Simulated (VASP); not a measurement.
**Ge: relaxation of cell and atoms with PBEsol**

The system is Ge.

```
Ge
1.0
    -2.57449    2.57449    1.39741
     2.57449   -2.57449    1.39741
     2.57449    2.57449   -1.39741
Ge
2
Cartesian
  2.5745 0.0000 0.6987
  0.0000 0.0000 1.3974
```

```yaml
Program: VASP 6.6.1
Task: relaxation of cell and atoms
Functional: PBEsol
Potentials_or_basis: VASP PAW PBE potentials, release 64 (Ge_d)
Cutoff: 600 eV
k_mesh: 12 × 12 × 12
Occupations: methfessel-paxton, width 0.1 eV
Spin: no spin polarisation
Dipole_correction: no
Further_INCAR_settings: ALGO = Normal; EDIFF = 1e-06; IBRION = 2; EDIFFG = -0.01; NSW = 80; ISIF = 3
```

```yaml
Relaxed_volume: 18.32 Å³/atom
Relaxed_cell: a = 3.878 Å, b = 3.878 Å, c = 3.878 Å, α = 97.51°, β = 97.51°, γ = 137.62°
Space_group_after_relaxing_to_0.1_Å: I4_1/amd (No. 141)
Energy_gained_by_relaxing: 0.8 meV/atom
Ionic_steps: 10
Pressure_after_relaxing: 0.0 GPa
Band_gap_on_the_k_mesh: zero (bands 14 and 15 overlap by 5.25 eV)
```

The path:
```
step  energy change (eV)  largest force (eV/Å)  pressure (GPa)  volume (Å³)
   1              0.0000                0.0000           -0.87        37.05
   2             -0.0012                0.0000            0.46        36.51
   3             -0.0013                0.0000           -0.23        36.65
   4             -0.0013                0.0000            0.44        36.57
   5             -0.0013                0.0000            0.09        36.61
   6             -0.0013                0.0000            0.18        36.60
   7             -0.0016                0.0000            0.35        36.63
   8             -0.0016                0.0000            0.23        36.64
   9             -0.0015                0.0000            0.26        36.67
  10             -0.0016                0.0000            0.04        36.65
```

Final structure:
```
Ge
1.0
    -2.55671    2.55671    1.40166
     2.55671   -2.55671    1.40166
     2.55671    2.55671   -1.40166
Ge
2
Direct
  0.25000 0.75000 0.50000
  0.50000 0.50000 0.00000
```

Levels at points of the mesh, in eV from the Fermi level:
| k point | band 11 | band 12 | band 13 | band 14 | band 15 | band 16 | band 17 | band 18 |
| --- | --- | --- | --- | --- | --- | --- | --- | --- |
| (0.00, 0.00, 0.00) | -13.41 | -3.91 | -2.33 | -2.33 | 3.26 | 7.75 | 7.75 | 8.06 |
| (0.50, 0.00, 0.00) | -8.15 | -6.48 | -2.62 | -2.01 | -1.43 | 2.42 | 3.61 | 5.59 |
| (0.50, 0.50, 0.00) | -10.62 | -10.62 | 0.66 | 0.66 | 2.02 | 2.02 | 7.40 | 7.40 |
| (0.50, 0.50, 0.50) | -8.86 | -8.86 | -5.99 | -5.99 | 5.98 | 5.98 | 11.27 | 11.27 |

It took 5.8 min on 1 thread of Intel(R) Xeon(R) Platinum 8488C (Sapphire Rapids), on a shared host, peak memory 0.27 GiB.

Caveat: the PAW data sets were made with another functional, which shifts forces and pressure a little.
